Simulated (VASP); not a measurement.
# Al2Cu: single point with r2SCAN

Al2Cu:

```
CELL_PARAMETERS angstrom
4.09886 0.00000 0.00000
0.00000 4.09886 0.00000
0.00000 0.00000 2.84154
ATOMIC_POSITIONS crystal
Al 0.50000 0.00000 0.50000
Al 0.00000 0.50000 0.50000
Cu 0.00000 0.00000 0.00000
```

| Item | Value |
| --- | --- |
| Program | VASP 6.6.1 |
| Task | single point |
| Functional | r2SCAN |
| Potentials or basis | VASP PAW PBE potentials, release 64 (Al, Cu) |
| Cutoff | 520 eV |
| k mesh | 14 × 14 × 20 |
| Occupations | fermi-dirac, width 0.15 eV |
| Spin | no spin polarisation |
| Dipole correction | no |
| Further INCAR settings | ALGO = Normal; EDIFF = 1e-06; NBANDS = 16 |

```json
{
 "Pressure": "-0.3 GPa",
 "Band gap on the k mesh": "zero (an odd number of electrons rules out a gap without spin polarisation)"
}
```

Levels at points of the mesh, in eV from the Fermi level:
| k point | band 5 | band 6 | band 7 | band 8 | band 9 | band 10 | band 11 | band 12 | band 13 | band 14 |
| --- | --- | --- | --- | --- | --- | --- | --- | --- | --- | --- |
| (0.00, 0.00, 0.00) | -4.24 | -4.24 | -2.69 | -2.69 | 0.00 | 0.98 | 6.56 | 6.56 | 6.89 | 7.26 |
| (0.50, 0.00, 0.00) | -4.57 | -4.27 | -4.23 | -1.30 | 1.58 | 1.87 | 2.07 | 8.34 | 8.86 | 9.94 |
| (0.50, 0.50, 0.00) | -4.60 | -4.48 | -4.26 | -4.26 | -2.59 | 8.96 | 8.96 | 10.26 | 10.48 | 10.87 |
| (0.00, 0.00, 0.50) | -5.03 | -4.31 | -3.12 | 2.58 | 2.77 | 2.77 | 2.82 | 2.82 | 3.34 | 4.56 |
| (0.50, 0.00, 0.50) | -4.40 | -4.36 | -3.30 | -2.55 | -1.68 | 3.99 | 4.12 | 4.67 | 5.65 | 6.40 |
| (0.50, 0.50, 0.50) | -4.16 | -3.71 | -2.50 | -2.50 | -0.91 | -0.79 | 0.20 | 0.20 | 2.69 | 12.60 |

Run time: 12 min on 1 thread of Oxide Virtual Turin-like Processor, on a shared host, peak memory 0.37 GiB.

Caveat: the PAW data sets were made with another functional, which shifts forces and pressure a little.
